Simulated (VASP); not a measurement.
Set up this calculation in VASP 6.6.1, as the native input.

```yaml
Task: single point
Functional: PBEsol
Potentials_or_basis: VASP PAW PBE potentials, release 64 (Ta_pv, N)
Cutoff: 520 eV
k_mesh: 9 × 9 × 9
Occupations: fermi-dirac, width 0.02 eV
Spin: no spin polarisation
Dipole_correction: no
Further_INCAR_settings: ALGO = Normal; EDIFF = 1e-06; NBANDS = 15
```

The structure of TaN lies in POSCAR:

```
TaN
1.0
    0.0000000000      2.2443700000      2.1790000000
    2.2443700000      0.0000000000      2.1790000000
    2.2443700000      2.2443700000      0.0000000000
Ta N
1 1
Direct
    0.5000000000      0.5000000000      0.5000000000
    0.0000000000      0.0000000000      0.0000000000
```

This cell differs from its parent crystal: equal xx and yy strain of +3 %.

One way to write it, as run:

INCAR

```
PREC     = Accurate       # precision mode
ENCUT    = 520            # plane-wave cutoff, eV
EDIFF    = 1E-6           # SCF threshold, eV
ISMEAR   = -1             # smearing method
SIGMA    = 0.02           # smearing width, eV
LREAL    = False          # projectors in reciprocal space
LASPH    = True           # aspherical terms in the spheres
NELM     = 60             # most SCF steps
ALGO     = Normal         # electronic algorithm
ISIF     = 2              # what is computed and relaxed
LWAVE    = False          # write WAVECAR
LCHARG   = False          # write CHGCAR
GGA      = PS             # functional
NBANDS   = 15             # bands
```

KPOINTS

```
regular mesh
0
Gamma
  9 9 9
```

Potentials or basis: VASP PAW PBE potentials, release 64 (Ta_pv, N).

Command:

```bash
$ cat potpaw_PBE.64/Ta_pv/POTCAR potpaw_PBE.64/N/POTCAR > POTCAR
$ mpirun -np 1 vasp_std > vasp.out
```

It gave:

```json
{
  "Pressure": "-13.8 GPa",
  "Band gap on the k mesh": "zero (band 8 reaches 10.45 eV, above the bottom of band 9 at 6.88 eV)"
}
```

Caveat: the cell differs from its parent crystal (equal xx and yy strain of +3 %); the PAW data sets were made with another functional, which shifts forces and pressure a little; spin-orbit coupling is left out, which moves the levels of the heavy elements.

Wall time 21 s on 1 thread of Intel Xeon 6975P-C, on a shared host, peak memory 0.15 GiB.
